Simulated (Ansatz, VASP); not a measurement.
## FeSi: VASP beside Ansatz

```xyz
8
Lattice="4.1549 0.0000 0.0000 0.0000 4.1549 0.0000 0.0000 0.0000 4.1549" Properties=species:S:1:pos:R:3 pbc="T T T"
Fe    0.5863    0.5863    0.5863
Fe    1.4912    3.5686    2.6637
Fe    2.6637    1.4912    3.5686
Fe    3.5686    2.6637    1.4912
Si    3.5024    3.5024    3.5024
Si    2.7300    0.6525    1.4249
Si    1.4249    2.7300    0.6525
Si    0.6525    1.4249    2.7300
```

Alike in both runs: task relaxation of the atoms; functional PBEsol; k mesh 8 × 8 × 8; occupations gaussian, width 0.05 eV; no spin polarisation.

|  | VASP | Ansatz |
| --- | --- | --- |
| version | VASP 6.6.1 | Ansatz 0.2.0 |
| potentials or method | VASP PAW PBE potentials, release 64 (Fe, Si), cutoff 520 eV | scalar-relativistic, plane waves, PAW |
| valence electrons in the cell | 48 | 80 |

Ansatz gave:

| Quantity | Value |
| --- | --- |
| gap on the k mesh at the Fermi level, each at its own relaxed structure (eV) | 0.14 |

Task: Which values does VASP return?

Result: gap on the k mesh at the Fermi level, each at its own relaxed structure (eV): 0.13.

VASP's potentials were made for PBE, not for PBEsol. VASP's potentials hold 48 valence electrons a cell and Ansatz's 80, so a difference there can come from the potentials and not from the codes. Ansatz's warnings: stress scf threshold loose.
